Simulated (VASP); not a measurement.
# Cl (P-6m2) in VASP: single point with PBE

Aim: the single point of Cl with PBE.

Everything below comes from runs of VASP 6.6.1. Logs are shortened: lines on timing, memory, paths and dates and some standing lists are left out, and cuts for length are marked.

### Step 1. The cell of the first run

It takes space group P-6m2 (No. 187, hexagonal). The conventional cell has a = 3.829 Å, b = 3.829 Å, c = 6.420 Å, α = 90.00°, β = 90.00°, γ = 120.00°. Cl (site symmetry -6m2) has 12 Cl at 2.96 to 3.83 Å within 3.9 Å. Within 3.3 Å of Cl (site symmetry 3m) lie 4 Cl at 2.49 to 2.96 Å.

### Step 2. Single point, PBE

INCAR reads:

```
SYSTEM = Cl
ALGO = Normal
EDIFF = 1E-6
ENCUT = 520
GGA = PE
ISIF = 2
ISMEAR = 0
LASPH = .TRUE.
LCHARG = .FALSE.
LREAL = .FALSE.
LWAVE = .FALSE.
NBANDS = 18
NELM = 80
PREC = Accurate
SIGMA = 0.1
```

KPOINTS reads:

```
k-points
0
G
  6 6 4
  0 0 0
```

POSCAR reads:

```
Cl
1.0
    3.8290785700      0.0000000000      0.0000000000
   -1.9145392800      3.3160793100      0.0000000000
    0.0000000000      0.0000000000      6.4195287400
Cl
3
Direct
    0.6666666700      0.3333333300      0.0000000000
    0.3333333300      0.6666666700      0.3057319500
    0.3333333300      0.6666666700      0.6942680500
```

Potentials or basis: VASP PAW PBE potentials, release 64 (Cl).

Run with:

```bash
cat potpaw_PBE.64/Cl/POTCAR > POTCAR
mpirun -np 1 vasp_std > vasp.out
```

OUTCAR:

```text
SYSTEM = Cl
   EDIFF = 1E-6
   ENCUT = 520
   GGA = PE
   ISIF = 2
   ISMEAR = 0
   LASPH = .TRUE.
   LREAL = .FALSE.
   NELM = 80
   PREC = Accurate

 ion  position               nearest neighbor table
   1  0.667  0.333  0.000-
   2  0.333  0.667  0.306-   3 2.49
   3  0.333  0.667  0.694-   2 2.49

  LATTYP: Found a hexagonal cell.
 ALAT       =     3.8290785700
 C/A-ratio  =     1.6765205056

  Lattice vectors:

 A1 = (   3.8290785700,   0.0000000000,   0.0000000000)
 A2 = (  -1.9145392800,   3.3160793100,   0.0000000000)
 A3 = (   0.0000000000,   0.0000000000,   6.4195287400)

Analysis of symmetry for initial positions (statically):
=====================================================================
 Subroutine PRICEL returns:
 Original cell was already a primitive cell.

 Routine SETGRP: Setting up the symmetry group for a
 hexagonal supercell.

 Subroutine GETGRP returns: Found 12 space group operations
 (whereof 12 operations were pure point group operations)
 out of a pool of 24 trial point group operations.

The static configuration has the point symmetry D_3h.

Analysis of symmetry for dynamics (positions and initial velocities):
=====================================================================
 Subroutine PRICEL returns:
 Original cell was already a primitive cell.

 Routine SETGRP: Setting up the symmetry group for a
 hexagonal supercell.

 Subroutine GETGRP returns: Found 12 space group operations
 (whereof 12 operations were pure point group operations)
 out of a pool of 24 trial point group operations.

The dynamic configuration has the point symmetry D_3h.

 Subroutine INISYM returns: Found 12 space group operations
 (whereof 12 operations are pure point group operations),
 and found     1 'primitive' translations

----------------------------------------------------------------------------------------

                                     Primitive cell

  volume of cell :      81.5121

  direct lattice vectors                    reciprocal lattice vectors
     3.829078570  0.000000000  0.000000000     0.261159436  0.150780471  0.000000000
    -1.914539280  3.316079310  0.000000000     0.000000000  0.301560942  0.000000000
     0.000000000  0.000000000  6.419528740     0.000000000  0.000000000  0.155774675

  length of vectors
     3.829078570  3.829078563  6.419528740     0.301560941  0.301560942  0.155774675

  position of ions in fractional coordinates (direct lattice)
     0.666666670  0.333333330  0.000000000
     0.333333330  0.666666670  0.305731950
     0.333333330  0.666666670  0.694268050

  ion indices of the primitive-cell ions
   primitive index   ion index
                 1           1
                 2           2
                 3           3

----------------------------------------------------------------------------------------

 KPOINTS: k-points

Automatic generation of k-mesh.
 Grid dimensions read from file:
 generate k-points for:    6    6    4

 Generating k-lattice:

  Cartesian coordinates                     Fractional coordinates (reciprocal lattice)
     0.043526573  0.025130078  0.000000000     0.166666667  0.000000000  0.000000000
     0.000000000  0.050260157  0.000000000     0.000000000  0.166666667  0.000000000
     0.000000000  0.000000000  0.038943669     0.000000000  0.000000000  0.250000000

  Length of vectors
     0.050260157  0.050260157  0.038943669

  Shift w.r.t. Gamma in fractional coordinates (k-lattice)
     0.000000000  0.000000000  0.000000000

 Subroutine IBZKPT returns following result:
 ===========================================

 Found     21 irreducible k-points:

 Following reciprocal coordinates:
            Coordinates               Weight
  0.000000  0.000000  0.000000      1.000000
  0.166667 -0.000000  0.000000      6.000000
  0.333333  0.000000  0.000000      6.000000
  0.500000 -0.000000  0.000000      3.000000
  0.166667  0.166667  0.000000      6.000000
  0.333333  0.166667  0.000000     12.000000
[... 13 lines left out ...]
  0.333333  0.166667  0.500000     12.000000
  0.333333  0.333333  0.500000      2.000000
   k-points           NKPTS =     21   k-points in BZ     NKDIM =     21   number of bands    NBANDS=     18
   number of dos      NEDOS =    301   number of ions     NIONS =      3
   total plane-waves  NPLWV =  37632
   dimension x,y,z NGX =    28 NGY =   28 NGZ =   48
   dimension x,y,z NGXF=    56 NGYF=   56 NGZF=   96
   ions per type =               3
   NGX,Y,Z   is equivalent  to a cutoff of  12.16, 12.16, 12.43 a.u.
   NGXF,Y,Z  is equivalent  to a cutoff of  24.31, 24.31, 24.86 a.u.
 SYSTEM =  Cl
   PREC   = accura    normal or accurate (medium, high low for compatibility)
   ISTART =      0    job   : 0-new  1-cont  2-samecut
   ICHARG =      2    charge: 1-file 2-atom 10-const
   ISPIN  =      1    spin polarized calculation?
   LNONCOLLINEAR =      F non collinear calculations
   LSORBIT =      F    spin-orbit coupling
   LASPH  =      T    aspherical Exc in radial PAW
   ENCUT  =  520.0 eV  38.22 Ry    6.18 a.u.   7.12  7.12 11.94*2*pi/ulx,y,z
   NELM   =     80;   NELMIN=  2; NELMDL= -5     # of ELM steps
   EDIFF  = 0.1E-05   stopping-criterion for ELM
   LREAL  =      F    real-space projection
   EDIFFG = 0.1E-04   stopping-criterion for IOM
   NSW    =      0    number of steps for IOM
   IBRION =     -1    ionic relax: 0-MD 1-quasi-New 2-CG
   NFREE  =      0    steps in history (QN), initial steepest desc. (CG)
   ISIF   =      2    stress and relaxation
   ISYM   =      2    0-nonsym 1-usesym 2-fastsym
   POTIM  = 0.5000    time-step for ionic-motion
   TEBEG  =    0.0;   TEEND  =   0.0 temperature during run
   PSTRESS=    0.0 pullay stress
   NELECT =      21.0000    total number of electrons
   NUPDOWN=      -1.0000    fix difference up-down
   EMIN   =  10.00;   EMAX   =-10.00  energy-range for DOS
   EFERMI =   0.00;   METHOD = LEGACY
   ISMEAR =     0;   SIGMA  =   0.10  broadening in eV -4-tet -1-fermi 0-gaus
   EFERMI_NEDOS =   21; number of points for ismear=-14 and -15
   IALGO  =     38    algorithm
   IMIX   =      4    mixing-type and parameters
     AMIX     =   0.40;   BMIX     =  1.00
     AMIX_MAG =   1.60;   BMIX_MAG =  1.00
  volume/ion in A,a.u.               =      27.17       183.36
  Fermi-wavevector in a.u.,A,eV,Ry     =   1.041695  1.968518 14.764063  1.085128
  Thomas-Fermi vector in A             =   2.176327
   LORBIT       =      0    0 simple, 1 ext, 2 COOP (PROOUT), +10 PAW based schemes
   GGA     = PE    functional components
   LHFCALC =     F    Hartree Fock is set to
   AEXX    =    0.0000 exact exchange contribution
   IVDW    =     0    specifies the selected vdW correction
   LEPSILON=     F    determine dielectric tensor
   LRPA    =     F    only Hartree local field effects (RPA)
 non-spin polarized calculation
 Gauss-broadening in eV      SIGMA  =   0.10
  energy-cutoff  :      520.00
  volume of cell :       81.51
 maximum number of plane-waves:      2226
   NGX = 15   NGY = 15   NGZ = 23

 number of electron      20.9999997 magnetization

 Free energy of the ion-electron system (eV)
  ---------------------------------------------------
  ext. energy  EPLUGINS =         0.00000000
  ---------------------------------------------------
  free energy    TOTEN  =        -3.69494276 eV

  energy without entropy =       -3.66065799  energy(sigma->0) =       -3.67780038

 E-fermi :  -0.2056     XC(G=0):  -8.1686

 val. band max:       -0.2235275224   @ k =   0.5000  -0.0000   0.2500
 cond. band min:      -0.1633508897   @ k =   0.1667  -0.0000   0.5000
 fundamental gap:      0.0601766328
 Fermi energy:        -0.2055708975

 k-point     1 :       0.0000    0.0000    0.0000
  band No.  band energies     occupation
      1     -15.3163      2.00000
      2     -13.6637      2.00000
      3     -13.4939      2.00000
      4      -3.8960      2.00000
      5      -2.1883      2.00000
      6      -2.0464      2.00000
[... 10 lines left out ...]
     17      10.8130      0.00000
     18      12.0110      0.00000

 k-point     2 :       0.1667   -0.0000    0.0000
  band No.  band energies     occupation
      1     -15.2077      2.00000
      2     -13.6100      2.00000
      3     -13.5183      2.00000
      4      -4.1072      2.00000
      5      -2.4398      2.00000
      6      -2.2529      2.00000
[... 10 lines left out ...]
     17      11.1104      0.00000
     18      11.4645      0.00000

 k-point     3 :       0.3333    0.0000    0.0000
  band No.  band energies     occupation
      1     -14.9563      2.00000
      2     -13.5999      2.00000
      3     -13.4986      2.00000
      4      -4.4989      2.00000
      5      -2.9523      2.00000
      6      -2.7473      2.00000
[... 10 lines left out ...]
     17      11.0864      0.00000
     18      12.0348      0.00000

 k-point     4 :       0.5000   -0.0000    0.0000
  band No.  band energies     occupation
      1     -14.8030      2.00000
      2     -13.6678      2.00000
      3     -13.4409      2.00000
      4      -4.6820      2.00000
      5      -3.1997      2.00000
      6      -2.9993      2.00000
[... 312 lines left out ...]
      4      -4.1330      2.00000
      5      -2.9874      2.00000
      6      -2.5812      2.00000
[... 10 lines left out ...]
     17      11.2352      0.00000
     18      12.1238      0.00000

 k-point    20 :       0.3333    0.1667    0.5000
  band No.  band energies     occupation
      1     -14.7023      2.00000
      2     -13.9494      2.00000
      3     -13.2820      2.00000
      4      -3.9074      2.00000
      5      -3.4777      2.00000
      6      -3.0482      2.00000
[... 10 lines left out ...]
     17      11.8146      0.00000
     18      12.7227      0.00000

 k-point    21 :       0.3333    0.3333    0.5000
  band No.  band energies     occupation
      1     -14.6732      2.00000
      2     -13.7021      2.00000
      3     -13.4970      2.00000
      4      -3.7096      2.00000
      5      -3.5791      2.00000
      6      -3.1240      2.00000
[... 10 lines left out ...]
     17      11.9441      0.00000
     18      12.6797      0.00000

------------------------ aborting loop because EDIFF is reached ----------------------------------------

  FORCE on cell =-STRESS in cart. coord.  units (eV):
  Direction    XX          YY          ZZ          XY          YZ          ZX
  --------------------------------------------------------------------------------------
  -------------------------------------------------------------------------------------
  Total       -0.0669914     -0.0669914     -3.4120000     -0.0000000      0.0000000      0.0000000
  in kB       -1.3167622     -1.3167622    -67.0652070     -0.0000000      0.0000000      0.0000000
  external PRESSURE =     -23.2329105 kB  Pullay stress =       0.0000000 kB

 VOLUME and BASIS-vectors are now :
 -----------------------------------------------------------------------------
  energy-cutoff  :      520.00
  volume of cell :       81.51
      direct lattice vectors                 reciprocal lattice vectors
     3.829078570  0.000000000  0.000000000     0.261159436  0.150780471  0.000000000
    -1.914539280  3.316079310  0.000000000     0.000000000  0.301560942  0.000000000
     0.000000000  0.000000000  6.419528740     0.000000000  0.000000000  0.155774675

 POSITION                                       TOTAL-FORCE (eV/Angst)
 -----------------------------------------------------------------------------------
      1.91454      1.10536      0.00000        -0.000000      0.000000      0.000000
     -0.00000      2.21072      1.96266         0.000000     -0.000000      1.712876
     -0.00000      2.21072      4.45687         0.000000     -0.000000     -1.712876
 -----------------------------------------------------------------------------------
    total drift:                                0.000020     -0.000012     -0.000000

  FREE ENERGIE OF THE ION-ELECTRON SYSTEM (eV)
  ---------------------------------------------------
  free  energy   TOTEN  =        -3.6949427602 eV

  energy  without entropy=       -3.6606579899  energy(sigma->0) =       -3.67780038
```

It took 14 s on 1 thread of AMD EPYC 9R45 (Zen 5), shared host; peak memory 0.15 GiB.

Results:

| Property | Result |
| --- | --- |
| Free energy | -3.6949 eV |
| Pressure | -2.3 GPa |
| Largest force | 1.713 eV/Å |

Forces on the atoms (eV/Å):
```
Cl   0.000  0.000  0.000
Cl   0.000  0.000  1.713
Cl   0.000  0.000 -1.713
```

Stress tensor (GPa, compression positive):
```
-0.13  0.00  0.00
 0.00 -0.13  0.00
 0.00  0.00 -6.71
```

Caveat: an odd number of electrons without spin polarisation forces a metal; a magnetic or distorted state may lie lower.
